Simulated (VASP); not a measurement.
Input of a VASP 6.6.1 run:

The input POSCAR:

```
MgO
1.0
    0.0000000000      2.0939413732      2.0939413732
    2.0939413732      0.0000000000      2.0939413732
    2.0939413732      2.0939413732      0.0000000000
Mg O
1 1
Direct
    0.0000000000      0.0000000000      0.0000000000
    0.5000000000      0.5000000000      0.5000000000
```

INCAR.step1

```
  ALGO = Normal
  EDIFF = 1E-4
  ENCUT = 520
  GGA = PE
  ISMEAR = 0
  LASPH = True
  LCHARG = False
  LREAL = False
  LWAVE = True
  NBANDS = 11
  NELM = 60
  PREC = Accurate
  SIGMA = 0.01
```

INCAR.step2

```
  ALGO = Normal
  EDIFF = 1E-6
  ENCUT = 520
  ISIF = 2
  ISMEAR = 0
  ISTART = 1
  LASPH = True
  LCHARG = False
  LMIXTAU = True
  LREAL = False
  LWAVE = False
  METAGGA = R2SCAN
  NBANDS = 11
  NELM = 60
  PREC = Accurate
  SIGMA = 0.01
```

File KPOINTS:

```
k-points
0
Gamma
  10 10 10
```

Potentials or basis: VASP PAW PBE potentials, release 64 (Mg, O).

Run with:

```console
$ cat potpaw_PBE.64/Mg/POTCAR potpaw_PBE.64/O/POTCAR > POTCAR
$ cp INCAR.step1 INCAR
$ mpirun -np 1 vasp_std > vasp.out
$ cp INCAR.step2 INCAR
$ mpirun -np 1 vasp_std > vasp.out
```

(1) Predict the band gap on the k mesh.

(2) What does it give for the pressure?

Results:

(1) 5.78 eV, direct.

(2) 0.9 GPa.

Caveat: the PAW data sets were made with another functional, which shifts forces and pressure a little.
